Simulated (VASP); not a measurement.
## BN: relaxation of cell and atoms with PBE

BN:

```
B N
1.0
     2.51218    0.00000    0.00000
    -1.25609    2.17561    0.00000
     0.00000    0.00000    8.34401
B N
2 2
Direct
  0.33333 0.66667 0.25000
  0.66667 0.33333 0.75000
  0.33333 0.66667 0.75000
  0.66667 0.33333 0.25000
```

```
Program                : VASP 6.6.1
Task                   : relaxation of cell and atoms
Functional             : PBE
Potentials or basis    : VASP PAW PBE potentials, release 64 (B, N)
Cutoff                 : 600 eV
k mesh                 : 12 × 12 × 4
Occupations            : gaussian, width 0.02 eV
Spin                   : no spin polarisation
Dipole correction      : no
Further INCAR settings : ALGO = Normal; EDIFF = 1e-06; IBRION = 2; EDIFFG = -0.01; NSW = 100; ISIF = 3
```

```yaml
Relaxed_volume: 10.72 Å³/atom
Relaxed_cell: a = 2.512 Å, b = 2.512 Å, c = 7.846 Å, α = 90.00°, β = 90.00°, γ = 120.00°
Space_group_after_relaxing_to_0.1_Å: P6_3/mmc (No. 194)
Energy_gained_by_relaxing: 0.4 meV/atom
Ionic_steps: 16
Pressure_after_relaxing: 0.0 GPa
Band_gap_on_the_k_mesh: 4.50 eV (least direct gap 4.65 eV)
```

The path:
| step | energy change (eV) | largest force (eV/Å) | pressure (GPa) | volume (Å³) |
| --- | --- | --- | --- | --- |
| 1 | 0.0000 | 0.0000 | -0.08 | 45.60 |
| 2 | 0.0000 | 0.0000 | -0.01 | 45.57 |
| 3 | 0.0000 | 0.0000 | 0.23 | 45.46 |
| 4 | 0.0000 | 0.0000 | 0.17 | 45.49 |
| 5 | -0.0001 | 0.0000 | 0.16 | 45.48 |
| 6 | -0.0001 | 0.0000 | 0.15 | 45.47 |
| 7 | -0.0001 | 0.0000 | 0.17 | 45.45 |
| 8 | -0.0001 | 0.0000 | 0.18 | 45.40 |
| 9 | -0.0002 | 0.0000 | 0.18 | 45.29 |
| 10 | -0.0004 | 0.0000 | 0.20 | 45.09 |
| 11 | -0.0008 | 0.0000 | 0.23 | 44.69 |
| 12 | -0.0014 | 0.0000 | 0.30 | 43.88 |
| 13 | -0.0015 | 0.0000 | 0.49 | 42.26 |
| 14 | -0.0017 | 0.0000 | 0.43 | 42.92 |
| 15 | -0.0014 | 0.0000 | -0.74 | 42.79 |
| 16 | -0.0018 | 0.0000 | 0.02 | 42.88 |

Final structure:
```
B N
1.0
     2.51201    0.00000    0.00000
    -1.25601    2.17547    0.00000
     0.00000    0.00000    7.84627
B N
2 2
Direct
  0.33333 0.66667 0.25000
  0.66667 0.33333 0.75000
  0.33333 0.66667 0.75000
  0.66667 0.33333 0.25000
```

Levels at points of the mesh, in eV from the valence-band top:
| k point | band 6 | band 7 | band 8 | band 9 | band 10 | band 11 |
| --- | --- | --- | --- | --- | --- | --- |
| (0.00, 0.00, 0.00) | -1.35 | -1.34 | -1.34 | 4.55 | 8.39 | 10.76 |
| (0.50, 0.00, 0.00) | -4.11 | -1.08 | -0.72 | 4.50 | 5.11 | 9.41 |
| (0.00, 0.00, 0.50) | -1.34 | -1.34 | -1.34 | 6.08 | 6.08 | 11.52 |
| (0.50, 0.00, 0.50) | -4.12 | -0.90 | -0.90 | 4.76 | 4.76 | 9.72 |

Wall time 5.4 min on 1 thread of Intel Xeon 8259CL (shared host), peak memory 0.19 GiB.

Caveat: this functional lacks dispersion, which binds layers or chains, so the pressure and a relaxed spacing across them are unreliable. A k mesh can miss the band edges.
